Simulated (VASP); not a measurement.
MoS, 2 atoms in the cell. It takes space group Fm-3m (No. 225, cubic). Conventional cell: a = 4.957 Å, b = 4.957 Å, c = 4.957 Å, α = 90.00°, β = 90.00°, γ = 90.00°. Within 3.3 Å of Mo (site symmetry m-3m) lie 6 S at 2.48 Å. S (site symmetry m-3m) has 6 Mo at 2.48 Å within 3.3 Å. 

```yaml
Program: VASP 6.6.1
Task: single point
Functional: PBE
Potentials_or_basis: VASP PAW PBE potentials, release 64 (Mo_sv, S)
Cutoff: 520 eV
k_mesh: 14 × 14 × 14
Occupations: gaussian, width 0.1 eV
Spin: no spin polarisation
Dipole_correction: no
Further_INCAR_settings: ALGO = Normal; EDIFF = 1e-06; NBANDS = 17
```

Potentials or basis: VASP PAW PBE potentials, release 64 (Mo_sv, S).

Launch:

```sh
$ cat potpaw_PBE.64/Mo_sv/POTCAR potpaw_PBE.64/S/POTCAR > POTCAR
$ mpirun -np 1 vasp_std > vasp.out
```

Hardware: 1 thread of Intel(R) Xeon(R) Platinum 8259CL CPU @ 2.50GHz (Skylake/Cascade Lake), on a shared host.

Q: How long does it take, and how much memory?

A: Run time: 41 s on 1 thread of Intel(R) Xeon(R) Platinum 8259CL CPU @ 2.50GHz (Skylake/Cascade Lake), on a shared host, peak memory 0.19 GiB. Counts: scf iterations 12, k points 104.
